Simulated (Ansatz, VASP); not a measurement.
## NaFeN: VASP beside Ansatz

```
CELL_PARAMETERS angstrom
2.97920 0.00000 0.00000
-1.48960 2.58006 0.00000
0.00000 0.00000 9.67759
ATOMIC_POSITIONS crystal
Na 0.66667 0.33333 0.76069
Na 0.33333 0.66667 0.26069
Fe 0.00000 0.00000 0.51817
Fe 0.00000 0.00000 0.01817
N 0.33333 0.66667 0.56578
N 0.66667 0.33333 0.06578
```

Alike in both runs: task single point; functional PBE; k mesh 7 × 7 × 2; collinear spin; Hubbard terms Fe d U = 3.0 eV.

```csv
,VASP,Ansatz
version,VASP 6.6.1,Ansatz 0.2.0
potentials or method,"VASP PAW PBE potentials, release 64 (Na_pv, Fe, N), cutoff 520 eV","plane waves, PAW"
occupations,"methfessel-paxton of order 1, width 0.05 eV","cold, width 0.05 eV"
valence electrons in the cell,40,60
```

|  | VASP | Ansatz | Ansatz less VASP |
| --- | --- | --- | --- |
| gap on the k mesh at the Fermi level (eV) | none | none | - |
| net moment per atom (μB) | 0.00 | 0.00 | 0.000 |
| size of the moment on the site where the two differ most (μB) | 2.77 | 2.24 | -0.523 |

Site moments also hang on the region over which each program counts them. The programs project onto different local orbitals, so the same U acts differently, and such runs can settle in different states. A gap of «none» marks a metal or a gap that the smearing closes. VASP's potentials hold 40 valence electrons a cell and Ansatz's 60, so a difference there can come from the potentials and not from the codes. Ansatz's warnings: filled band counts differ across k points, look outside group, stability check not made.
